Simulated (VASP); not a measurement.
CsSnI3:

```
Cs I Sn
1.0
     6.20570    0.00000    0.00000
     0.00000    6.20570    0.00000
     0.00000    0.00000    6.20570
Cs I Sn
1 3 1
Direct
  0.00000 0.00000 0.00000
  0.50000 0.50000 0.00000
  0.50000 0.00000 0.50000
  0.00000 0.50000 0.50000
  0.50000 0.50000 0.50000
```

| Property | Result |
| --- | --- |
| Program | VASP 6.6.1 |
| Task | relaxation of cell and atoms |
| Functional | LDA |
| Potentials or basis | VASP PAW LDA potentials, release 64 (Cs_sv, I, Sn_d) |
| Cutoff | 600 eV |
| k mesh | 5 × 5 × 5 |
| Occupations | fermi-dirac, width 0.05 eV |
| Spin | no spin polarisation |

At the start: pressure -1.6 GPa; volume 47.80 Å³/atom.

**Question.** Where does the relaxation end?

**Answer.** Over 3 steps the energy falls by 21.6 meV/atom and the volume is 43.74 Å³/atom (-8.5 %); space group Pm-3m (No. 221, to 0.05 Å).

The path:
| step | energy change (eV) | largest force (eV/Å) | pressure (GPa) | volume (Å³) |
| --- | --- | --- | --- | --- |
| 1 | 0.0000 | 0.0000 | -1.56 | 238.99 |
| 2 | -0.1013 | 0.0000 | -0.44 | 223.27 |
| 3 | -0.1082 | 0.0000 | -0.02 | 218.70 |

Final structure:
```yaml
crystal:
  lattice:
    - [6.02489, 0.00000, 0.00000]
    - [0.00000, 6.02489, 0.00000]
    - [0.00000, 0.00000, 6.02489]
  atoms:
    - { symbol: Cs, position: [0.00000, 0.00000, 0.00000] }
    - { symbol: I, position: [0.50000, 0.50000, 0.00000] }
    - { symbol: I, position: [0.50000, 0.00000, 0.50000] }
    - { symbol: I, position: [0.00000, 0.50000, 0.50000] }
    - { symbol: Sn, position: [0.50000, 0.50000, 0.50000] }
```
